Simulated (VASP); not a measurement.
Input of a VASP 6.6.1 run:

INCAR

```
PREC     = Accurate       # precision mode
ENCUT    = 520            # plane-wave cutoff, eV
EDIFF    = 1E-7           # SCF threshold, eV
ISMEAR   = -1             # smearing method
SIGMA    = 0.02           # smearing width, eV
LREAL    = F              # projectors in reciprocal space
LASPH    = T              # aspherical terms in the spheres
NELM     = 80             # most SCF steps
ALGO     = Normal         # electronic algorithm
ISIF     = 2              # what is computed and relaxed
LWAVE    = F              # write WAVECAR
LCHARG   = F              # write CHGCAR
GGA      = PE             # functional
NBANDS   = 20             # bands
```

The input KPOINTS:

```
regular mesh
0
Gamma
  7 7 4
```

POSCAR

```
SnSe2
1.0
    3.6589347319      0.0000000000      0.0000000000
   -1.8294673660      3.1687304286      0.0000000000
    0.0000000000      0.0000000000      5.2495626174
Sn Se
1 2
Direct
    0.0000000000      0.0000000000      0.0000000000
    0.3333333333      0.6666666667      0.3021870157
    0.6666666667      0.3333333333      0.6978129843
```

Potentials or basis: VASP PAW PBE potentials, release 64 (Sn_d, Se).

Command:

```console
$ cat potpaw_PBE.64/Sn_d/POTCAR potpaw_PBE.64/Se/POTCAR > POTCAR
$ mpirun -np 1 vasp_std > vasp.out
```

Problem. Predict the pressure.

Solution. 20.1 GPa.

Problem. Predict the band gap on the k mesh.

Solution. Zero (bands 13 and 14 overlap by 0.76 eV).

Problem. What does it give for the largest force?

Solution. 0.023 eV/Å.

Forces in eV/Å, atoms in the order of the input:
```
Sn   0.000  0.000  0.000
Se   0.000  0.000  0.023
Se   0.000  0.000 -0.023
```

Caveat: the cell stands under pressure; semilocal functionals underestimate gaps, and a narrow one can read as zero; spin-orbit coupling is left out, which moves the levels of the heavy elements.
